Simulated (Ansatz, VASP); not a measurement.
Two plane-wave programs on Sn3Se2S

```
Sn Se S
1.0
     4.23755    0.00000    0.00000
    -2.11877    3.66982    0.00000
     0.00000    0.00000   10.37232
Sn Se S
3 2 1
Direct
  0.00000 0.00000 0.00000
  0.33333 0.66667 0.65773
  0.66667 0.33333 0.34227
  0.66667 0.33333 0.82891
  0.33333 0.66667 0.17109
  0.00000 0.00000 0.50000
```

Alike in both runs: functional PBE; k mesh 12 × 12 × 4; occupations gaussian, width 0.02 eV; no spin polarisation.

Ansatz relaxed the structure, and its values are those at the end. VASP's run is a single point on that final structure, the one shown.

|  | VASP | Ansatz |
| --- | --- | --- |
| version | VASP 6.6.1 | Ansatz 0.2.0 |
| potentials or method | VASP PAW PBE potentials, release 64 (Sn_d, Se, S), cutoff 520 eV | scalar-relativistic, plane waves, PAW |
| valence electrons in the cell | 60 | 80 |

|  | VASP | Ansatz | Ansatz less VASP |
| --- | --- | --- | --- |
| gap on the k mesh at the Fermi level (eV) | 0.41 | 0.41 | 0.000 |
| least direct gap on the mesh (eV) | 0.49 | 0.49 | 0.000 |
| pressure (GPa) | 0.0 | 0.0 | +0.02 |

VASP's potentials hold 60 valence electrons a cell and Ansatz's 80, so a difference there can come from the potentials and not from the codes.
